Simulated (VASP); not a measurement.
# HfB2 (P6/mmm) in VASP: notebook

Runs on HfB2. Level: PBEsol. Tasks: electric field gradients, density of states.

All numbers are computed with VASP 6.6.1; they aren't measurements. Logs are shortened: lines on timing, memory, paths and dates and some standing lists are left out, and cuts for length are marked.

### Step 1. The cell of the first run

It takes space group P6/mmm (No. 191, hexagonal). The conventional cell has a = 3.234 Å, b = 3.234 Å, c = 3.480 Å, α = 90.00°, β = 90.00°, γ = 120.00°. Within 3.4 Å of Hf (site symmetry 6/mmm) lie 12 B at 2.55 Å and 6 Hf at 3.23 Å. B (site symmetry -6m2) has 3 B at 1.87 Å within 2.5 Å.

### Step 2. Electric field gradients, PBEsol (equal xx and yy strain of +3 %)

INCAR reads:

```
ALGO     = Normal         # electronic algorithm
EDIFF    = 1E-8           # SCF threshold, eV
ENCUT    = 520            # plane-wave cutoff, eV
GGA      = PS             # functional
ISIF     = 2              # what is computed and relaxed
ISMEAR   = -1             # smearing method
LASPH    = True           # aspherical terms in the spheres
LCHARG   = False          # write CHGCAR
LEFG     = True         
LREAL    = False          # projectors in reciprocal space
LWAVE    = False          # write WAVECAR
NBANDS   = 15             # bands
NELM     = 60             # most SCF steps
PREC     = Accurate       # precision mode
SIGMA    = 0.05           # smearing width, eV
```

KPOINTS reads:

```
k-points
0
Gamma
  13 13 11
```

POSCAR reads:

```
HfB2
1.0
    3.2342001035      0.0000000000      0.0000000000
   -1.6171000518      2.8008994505      0.0000000000
    0.0000000000      0.0000000000      3.4800000000
Hf B
1 2
Direct
    0.0000000000      0.0000000000      0.0000000000
    0.3333333333      0.6666666667      0.5000000000
    0.6666666667      0.3333333333      0.5000000000
```

Potentials or basis: VASP PAW PBE potentials, release 64 (Hf_pv, B).

Command:

```
$ cat potpaw_PBE.64/Hf_pv/POTCAR potpaw_PBE.64/B/POTCAR > POTCAR
$ mpirun -np 1 vasp_std > vasp.out
```

OUTCAR:

```text
EDIFF = 1E-8
   ENCUT = 520
   GGA = PS
   ISIF = 2
   ISMEAR = -1
   LASPH = True
   LREAL = False
   NELM = 60
   PREC = Accurate

 ion  position               nearest neighbor table
   1  0.000  0.000  0.000-   2 2.55   3 2.55   2 2.55   3 2.55   2 2.55   2 2.55   3 2.55   3 2.55
                             3 2.55   3 2.55   2 2.55   2 2.55
   2  0.333  0.667  0.500-   3 1.87   3 1.87   3 1.87   1 2.55   1 2.55   1 2.55   1 2.55   1 2.55
                             1 2.55
   3  0.667  0.333  0.500-   2 1.87   2 1.87   2 1.87   1 2.55   1 2.55   1 2.55   1 2.55   1 2.55
                             1 2.55

  LATTYP: Found a hexagonal cell.
 ALAT       =     3.2342001035
 C/A-ratio  =     1.0760002129

  Lattice vectors:

 A1 = (   3.2342001035,   0.0000000000,   0.0000000000)
 A2 = (  -1.6171000518,   2.8008994505,   0.0000000000)
 A3 = (   0.0000000000,   0.0000000000,   3.4800000000)

Analysis of symmetry for initial positions (statically):
=====================================================================
 Subroutine PRICEL returns:
 Original cell was already a primitive cell.

 Routine SETGRP: Setting up the symmetry group for a
 hexagonal supercell.

 Subroutine GETGRP returns: Found 24 space group operations
 (whereof 24 operations were pure point group operations)
 out of a pool of 24 trial point group operations.

The static configuration has the point symmetry D_6h.

Analysis of symmetry for dynamics (positions and initial velocities):
=====================================================================
 Subroutine PRICEL returns:
 Original cell was already a primitive cell.

 Routine SETGRP: Setting up the symmetry group for a
 hexagonal supercell.

 Subroutine GETGRP returns: Found 24 space group operations
 (whereof 24 operations were pure point group operations)
 out of a pool of 24 trial point group operations.

The dynamic configuration has the point symmetry D_6h.

 Subroutine INISYM returns: Found 24 space group operations
 (whereof 24 operations are pure point group operations),
 and found     1 'primitive' translations

----------------------------------------------------------------------------------------

                                     Primitive cell

  volume of cell :      31.5242

  direct lattice vectors                    reciprocal lattice vectors
     3.234200104  0.000000000  0.000000000     0.309195463  0.178514084  0.000000000
    -1.617100052  2.800899451  0.000000000     0.000000000  0.357028168  0.000000000
     0.000000000  0.000000000  3.480000000     0.000000000  0.000000000  0.287356322

  length of vectors
     3.234200104  3.234200103  3.480000000     0.357028168  0.357028168  0.287356322

  position of ions in fractional coordinates (direct lattice)
     0.000000000  0.000000000  0.000000000
     0.333333333  0.666666667  0.500000000
     0.666666667  0.333333333  0.500000000

  ion indices of the primitive-cell ions
   primitive index   ion index
                 1           1
                 2           2
                 3           3

----------------------------------------------------------------------------------------

 KPOINTS: k-points

Automatic generation of k-mesh.
 Grid dimensions read from file:
 generate k-points for:   13   13   11

 Generating k-lattice:

  Cartesian coordinates                     Fractional coordinates (reciprocal lattice)
     0.023784266  0.013731853  0.000000000     0.076923077  0.000000000  0.000000000
     0.000000000  0.027463705  0.000000000     0.000000000  0.076923077  0.000000000
     0.000000000  0.000000000  0.026123302     0.000000000  0.000000000  0.090909091

  Length of vectors
     0.027463705  0.027463705  0.026123302

  Shift w.r.t. Gamma in fractional coordinates (k-lattice)
     0.000000000  0.000000000  0.000000000

 Subroutine IBZKPT returns following result:
 ===========================================

 Found    126 irreducible k-points:

 Following reciprocal coordinates:
            Coordinates               Weight
  0.000000  0.000000  0.000000      1.000000
  0.076923  0.000000  0.000000      6.000000
  0.153846  0.000000  0.000000      6.000000
  0.230769  0.000000  0.000000      6.000000
  0.307692  0.000000  0.000000      6.000000
  0.384615 -0.000000  0.000000      6.000000
[... 16 lines left out ...]
  0.076923  0.000000  0.090909     12.000000
  0.153846  0.000000  0.090909     12.000000
 [... further k-points ...]
   k-points           NKPTS =    126   k-points in BZ     NKDIM =    126   number of bands    NBANDS=     15
   number of dos      NEDOS =    301   number of ions     NIONS =      3
   total plane-waves  NPLWV =  16128
   dimension x,y,z NGX =    24 NGY =   24 NGZ =   28
   dimension x,y,z NGXF=    48 NGYF=   48 NGZF=   56
   ions per type =               1   2
   NGX,Y,Z   is equivalent  to a cutoff of  12.34, 12.34, 13.38 a.u.
   NGXF,Y,Z  is equivalent  to a cutoff of  24.67, 24.67, 26.75 a.u.
 SYSTEM =  unknown system
   PREC   = accura    normal or accurate (medium, high low for compatibility)
   ISTART =      0    job   : 0-new  1-cont  2-samecut
   ICHARG =      2    charge: 1-file 2-atom 10-const
   ISPIN  =      1    spin polarized calculation?
   LNONCOLLINEAR =      F non collinear calculations
   LSORBIT =      F    spin-orbit coupling
   LASPH  =      T    aspherical Exc in radial PAW
   ENCUT  =  520.0 eV  38.22 Ry    6.18 a.u.   6.01  6.01  6.47*2*pi/ulx,y,z
   NELM   =     60;   NELMIN=  2; NELMDL= -5     # of ELM steps
   EDIFF  = 0.1E-07   stopping-criterion for ELM
   LREAL  =      F    real-space projection
   EDIFFG = 0.1E-06   stopping-criterion for IOM
   NSW    =      0    number of steps for IOM
   IBRION =     -1    ionic relax: 0-MD 1-quasi-New 2-CG
   NFREE  =      0    steps in history (QN), initial steepest desc. (CG)
   ISIF   =      2    stress and relaxation
   ISYM   =      2    0-nonsym 1-usesym 2-fastsym
   POTIM  = 0.5000    time-step for ionic-motion
   TEBEG  =    0.0;   TEEND  =   0.0 temperature during run
   PSTRESS=    0.0 pullay stress
   NELECT =      16.0000    total number of electrons
   NUPDOWN=      -1.0000    fix difference up-down
   EMIN   =  10.00;   EMAX   =-10.00  energy-range for DOS
   EFERMI =   0.00;   METHOD = LEGACY
   ISMEAR =    -1;   SIGMA  =   0.05  broadening in eV -4-tet -1-fermi 0-gaus
   EFERMI_NEDOS =   21; number of points for ismear=-14 and -15
   IALGO  =     38    algorithm
   IMIX   =      4    mixing-type and parameters
     AMIX     =   0.40;   BMIX     =  1.00
     AMIX_MAG =   1.60;   BMIX_MAG =  1.00
  volume/ion in A,a.u.               =      10.51        70.91
  Fermi-wavevector in a.u.,A,eV,Ry     =   1.305871  2.467738 23.202002  1.705299
  Thomas-Fermi vector in A             =   2.436711
   LORBIT       =      0    0 simple, 1 ext, 2 COOP (PROOUT), +10 PAW based schemes
   GGA     = PS    functional components
   LHFCALC =     F    Hartree Fock is set to
   AEXX    =    0.0000 exact exchange contribution
   IVDW    =     0    specifies the selected vdW correction
   LEPSILON=     F    determine dielectric tensor
   LRPA    =     F    only Hartree local field effects (RPA)
 non-spin polarized calculation
  energy-cutoff  :      520.00
  volume of cell :       31.52
 maximum number of plane-waves:       866
   NGX = 13   NGY = 13   NGZ = 13

 number of electron      16.0000000 magnetization

 Free energy of the ion-electron system (eV)
  ---------------------------------------------------
  ext. energy  EPLUGINS =         0.00000000
  ---------------------------------------------------
  free energy    TOTEN  =       -27.71225530 eV

  energy without entropy =      -27.71016930  energy(sigma->0) =      -27.71121230

 E-fermi :   7.1881     XC(G=0): -12.4111

 val. band max:        7.1310958080   @ k =   0.0000   0.0000   0.4545
 cond. band min:       7.1926969203   @ k =   0.0769   0.0000   0.2727
 fundamental gap:      0.0616011124
 Fermi energy:         7.1881118609

 k-point     1 :       0.0000    0.0000    0.0000
  band No.  band energies     occupation
      1     -23.6067      2.00000
      2     -23.2254      2.00000
      3     -23.2254      2.00000
      4      -6.2676      2.00000
      5       4.1312      2.00000
      6       4.1312      2.00000
      7       4.3465      2.00000
      8       4.5951      2.00000
      9      10.7911      0.00000
     10      10.7911      0.00000
     11      11.2943      0.00000
     12      11.6432      0.00000
     13      11.6432      0.00000
     14      11.6969      0.00000
     15      11.6969      0.00000

 k-point     2 :       0.0769    0.0000    0.0000
  band No.  band energies     occupation
      1     -23.6013      2.00000
      2     -23.2603      2.00000
      3     -23.2333      2.00000
      4      -6.1476      2.00000
      5       3.7761      2.00000
      6       4.1266      2.00000
      7       4.4538      2.00000
      8       4.4906      2.00000
      9      10.5319      0.00000
     10      10.7141      0.00000
     11      10.9219      0.00000
     12      10.9595      0.00000
     13      11.8085      0.00000
     14      12.4448      0.00000
     15      12.7542      0.00000
[... 365 lines left out ...]
      3     -23.2316      2.00000
      4      -6.0241      2.00000
      5       3.3511      2.00000
      6       3.8469      2.00000
      7       4.1941      2.00000
      8       5.5122      2.00000
      9       9.6930      0.00000
     10       9.7325      0.00000
     11      11.2098      0.00000
     12      11.4865      0.00000
     13      11.9871      0.00000
     14      12.6542      0.00000
     15      13.1354      0.00000

 k-point    24 :       0.1538    0.0000    0.0909
  band No.  band energies     occupation
      1     -23.6065      2.00000
      2     -23.3535      2.00000
      3     -23.2532      2.00000
      4      -5.6817      2.00000
      5       2.9301      2.00000
      6       3.4662      2.00000
      7       4.1211      2.00000
      8       5.3776      2.00000
      9       9.2389      0.00000
     10       9.5455      0.00000
     11      11.4719      0.00000
     12      11.5709      0.00000
     13      12.2882      0.00000
     14      13.1250      0.00000
     15      13.9808      0.00000

 [... further k-points ...]
[... 5 lines left out ...]
  --------------------------------------------------------------------------------------
  -------------------------------------------------------------------------------------
  Total       -4.1801323     -4.1801323     -2.2611913      0.0000000      0.0000000     -0.0000000
  in kB     -212.4501113   -212.4501112   -114.9222797      0.0000000      0.0000000     -0.0000000
  external PRESSURE =    -179.9408341 kB  Pullay stress =       0.0000000 kB

 VOLUME and BASIS-vectors are now :
 -----------------------------------------------------------------------------
  energy-cutoff  :      520.00
  volume of cell :       31.52
      direct lattice vectors                 reciprocal lattice vectors
     3.234200104  0.000000000  0.000000000     0.309195463  0.178514084  0.000000000
    -1.617100052  2.800899451  0.000000000     0.000000000  0.357028168  0.000000000
     0.000000000  0.000000000  3.480000000     0.000000000  0.000000000  0.287356322

 POSITION                                       TOTAL-FORCE (eV/Angst)
 -----------------------------------------------------------------------------------
      0.00000      0.00000      0.00000         0.000000      0.000000      0.000000
     -0.00000      1.86727      1.74000        -0.000000      0.000000     -0.000000
      1.61710      0.93363      1.74000         0.000000     -0.000000      0.000000
 -----------------------------------------------------------------------------------
    total drift:                               -0.000000      0.000000      0.000000

  FREE ENERGIE OF THE ION-ELECTRON SYSTEM (eV)
  ---------------------------------------------------
  free  energy   TOTEN  =       -27.7122552970 eV

  energy  without entropy=      -27.7101692963  energy(sigma->0) =      -27.71121230

 Electric field gradients (V/A^2)
---------------------------------------------------------------------
 ion       V_xx      V_yy      V_zz      V_xy      V_xz      V_yz
---------------------------------------------------------------------
   1     -33.215   -33.214    66.429     0.001    -0.000     0.000
   2      -0.041    -0.041     0.082    -0.000     0.000    -0.000
   3      -0.041    -0.041     0.082    -0.000     0.000     0.000
---------------------------------------------------------------------

 Electric field gradients after diagonalization (V/A^2)
 (convention: |V_zz| > |V_xx| > |V_yy|)
----------------------------------------------------------------------
 ion       V_xx      V_yy      V_zz     asymmetry (V_yy - V_xx)/ V_zz
----------------------------------------------------------------------
   1     -33.215   -33.214    66.429       0.000
   2      -0.041    -0.041     0.082       0.001
   3      -0.041    -0.041     0.082       0.001
----------------------------------------------------------------------

           NMR quadrupolar parameters

 Cq : quadrupolar parameter    Cq=e*Q*V_zz/h
 eta: asymmetry parameters     (V_yy - V_xx)/ V_zz
 Q  : nuclear electric quadrupole moment in mb (millibarn)
----------------------------------------------------------------------
 ion       Cq(MHz)       eta       Q (mb)
----------------------------------------------------------------------
   1       0.161       0.000       1.000
   2       0.000       0.001       1.000
   3       0.000       0.001       1.000
----------------------------------------------------------------------
```

Run time: 60 s. Hardware: 1 thread of AMD EPYC 7R13 (Zen 3), shared host; peak memory 0.15 GiB.

Results:

| Item | Value |
| --- | --- |
| Free energy | -27.7123 eV |
| Pressure | -18.0 GPa |
| Band gap on the k mesh | zero (band 8 reaches 7.76 eV, above the bottom of band 9 at 6.75 eV) |

Electric field gradients, principal values (V/Å²):
| atom | least | middle | greatest (by size) |
| --- | --- | --- | --- |
| 1 Hf | -33.214 | -33.215 | 66.429 |
| 2 B | -0.041 | -0.041 | 0.082 |
| 3 B | -0.041 | -0.041 | 0.082 |

Caveat: the cell differs from its parent crystal (equal xx and yy strain of +3 %); without QUAD_EFG the Cq values of the log hold for a quadrupole moment of 1 mb, not for the nuclei; the PAW data sets were made with another functional, which shifts forces and pressure a little; spin-orbit coupling is left out, which moves the levels of the heavy elements.

### Step 3. Electric field gradients, PBEsol

This run uses another cell than the first one, of 9.90 Å³/atom, 0.943 times its volume.

INCAR reads:

```
SYSTEM = HfB2
PREC = Accurate
ENCUT = 520
EDIFF = 1E-8
ISMEAR = -1
SIGMA = 0.05
LREAL = .FALSE.
LASPH = .TRUE.
NELM = 80
ALGO = Normal
ISIF = 2
LWAVE = .FALSE.
LCHARG = .FALSE.
GGA = PS
LEFG = .TRUE.
NBANDS = 15
```

KPOINTS reads:

```
regular mesh
0
G
  13 13 11
  0 0 0
```

POSCAR reads:

```
HfB2
1.0
    3.1400001005      0.0000000000      0.0000000000
   -1.5700000503      2.7193198549      0.0000000000
    0.0000000000      0.0000000000      3.4800000000
Hf B
1 2
Direct
    0.0000000000      0.0000000000      0.0000000000
    0.3333333333      0.6666666667      0.5000000000
    0.6666666667      0.3333333333      0.5000000000
```

Potentials or basis: VASP PAW PBE potentials, release 64 (Hf_pv, B).

Command:

```
$ cat potpaw_PBE.64/Hf_pv/POTCAR potpaw_PBE.64/B/POTCAR > POTCAR
$ mpirun -np 1 vasp_std > vasp.out
```

OUTCAR:

```text
SYSTEM = HfB2
   PREC = Accurate
   ENCUT = 520
   EDIFF = 1E-8
   ISMEAR = -1
   LREAL = .FALSE.
   LASPH = .TRUE.
   NELM = 80
   ISIF = 2
   GGA = PS

 ion  position               nearest neighbor table
   1  0.000  0.000  0.000-   2 2.51   3 2.51   2 2.51   3 2.51   3 2.51   3 2.51   2 2.51   2 2.51
                             3 2.51   3 2.51   2 2.51   2 2.51
   2  0.333  0.667  0.500-   3 1.81   3 1.81   3 1.81   1 2.51   1 2.51   1 2.51   1 2.51   1 2.51
                             1 2.51
   3  0.667  0.333  0.500-   2 1.81   2 1.81   2 1.81   1 2.51   1 2.51   1 2.51   1 2.51   1 2.51
                             1 2.51

  LATTYP: Found a hexagonal cell.
[... 661 lines left out ...]
 ion       V_xx      V_yy      V_zz      V_xy      V_xz      V_yz
---------------------------------------------------------------------
   1     -40.059   -40.059    80.119    -0.000     0.000    -0.000
   2      -0.837    -0.837     1.674    -0.000     0.000    -0.000
   3      -0.837    -0.837     1.674    -0.000     0.000     0.000
---------------------------------------------------------------------

 Electric field gradients after diagonalization (V/A^2)
 (convention: |V_zz| > |V_xx| > |V_yy|)
----------------------------------------------------------------------
 ion       V_xx      V_yy      V_zz     asymmetry (V_yy - V_xx)/ V_zz
----------------------------------------------------------------------
   1     -40.059   -40.059    80.119       0.000
   2      -0.837    -0.837     1.674       0.000
   3      -0.837    -0.837     1.674       0.000
----------------------------------------------------------------------

           NMR quadrupolar parameters

 Cq : quadrupolar parameter    Cq=e*Q*V_zz/h
 eta: asymmetry parameters     (V_yy - V_xx)/ V_zz
 Q  : nuclear electric quadrupole moment in mb (millibarn)
----------------------------------------------------------------------
 ion       Cq(MHz)       eta       Q (mb)
----------------------------------------------------------------------
   1       0.194       0.000       1.000
   2       0.004       0.000       1.000
   3       0.004       0.000       1.000
----------------------------------------------------------------------
```

Run time: 45 s. Hardware: 1 thread of Intel Xeon Platinum 8259CL at 2.50GHz (Skylake/Cascade Lake), shared host; peak memory 0.18 GiB.

What came out:

- Free energy: -27.8597 eV
- Pressure: -4.5 GPa
- Band gap on the k mesh: zero (band 8 reaches 8.16 eV, above the bottom of band 9 at 7.15 eV)

Levels at points of the mesh, in eV from the Fermi level:
```
           k point  band 5  band 6  band 7  band 8  band 9  band 10  band 11  band 12
(0.00, 0.00, 0.00)   -3.11   -2.96   -2.96   -2.82    3.92     3.92     4.59     4.59
```

Electric field gradients, principal values (V/Å²):
| atom | least | middle | greatest (by size) |
| --- | --- | --- | --- |
| 1 Hf | -40.059 | -40.059 | 80.119 |
| 2 B | -0.837 | -0.837 | 1.674 |
| 3 B | -0.837 | -0.837 | 1.674 |

Caveat: without QUAD_EFG the Cq values of the log hold for a quadrupole moment of 1 mb, not for the nuclei; the PAW data sets were made with another functional, which shifts forces and pressure a little; spin-orbit coupling is left out, which moves the levels of the heavy elements.

(Part 1 of 2 ends here.)
